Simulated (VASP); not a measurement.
C:

```
C
1.0
     0.00000    2.03064    1.76577
     1.50090    0.00000    1.76577
     1.50090    2.03064    0.00000
C
2
Direct
  0.50000 0.50000 0.50000
  0.75000 0.75000 0.75000
```

This cell differs from its parent crystal: strain +e along x and -e along y -0.1500, strain +e along z and -e/2 along x and y +0.0000.

Base run:

* Program: VASP 6.6.1
* Functional: LDA
* Potentials or basis: VASP PAW LDA potentials, release 64 (C)
* Cutoff: 520 eV
* k mesh: 12 × 12 × 12
* Occupations: gaussian, width 0.05 eV
* Spin: no spin polarisation

Its results: band gap on the k mesh zero (band 4 reaches 12.68 eV, above the bottom of band 5 at 11.33 eV); pressure 13.8 GPa.

Question: The run is repeated on the same cell with these changes: potentials or basis from VASP PAW LDA potentials, release 64 (C) to VASP PAW LDA potentials, release 64 (C_h); cutoff from 520 eV to 910 eV; further incar settings from ALGO = Normal; EDIFF = 1e-07; NBANDS = 11 to ALGO = Normal; EDIFF = 1e-06; NBANDS = 11. What comes out?

Answer: Band gap on the k mesh zero (band 4 reaches 13.89 eV, above the bottom of band 5 at 12.53 eV); pressure 13.0 GPa.

Caveats: the cutoff is under 1.25 times the usual one of these potentials, so pressure, stress and relaxed cells hold a basis-set (Pulay) error (some runs).
